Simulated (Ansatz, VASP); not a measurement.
**SiC: VASP beside Ansatz**

```
Si C
1.0
     3.06571    0.00000    0.00000
    -1.53286    2.65498    0.00000
     0.00000    0.00000    5.03112
Si C
2 2
Direct
  0.33333 0.66667 0.00000
  0.66667 0.33333 0.50000
  0.33333 0.66667 0.38500
  0.66667 0.33333 0.88500
```

Change from the starting cell: volume scaled by 0.99.

Alike in both runs: task single point; functional PBEsol; k mesh 15 × 15 × 8; occupations fermi-dirac, width 0.08 eV; no spin polarisation.

|  | VASP | Ansatz |
| --- | --- | --- |
| version | VASP 6.6.1 | Ansatz 0.2.0 |
| potentials or method | VASP PAW PBE potentials, release 64 (Si, C), cutoff 520 eV | all-electron LAPW, scalar-relativistic |

|  | VASP | Ansatz | Ansatz less VASP |
| --- | --- | --- | --- |
| pressure (GPa) | 2.9 | 2.5 | -0.42 |
| traceless stress, the component that is largest in VASP (GPa) | -3.58 | -3.50 | +0.086 |
| rms of the force components (eV/Å) | 0.443 | 0.440 | -0.0031 |

VASP's potentials were made for PBE, not for PBEsol. Atom by atom the forces differ by 0.003 eV/Å (rms over components). Ansatz ran all-electron here, and VASP with PAW potentials.
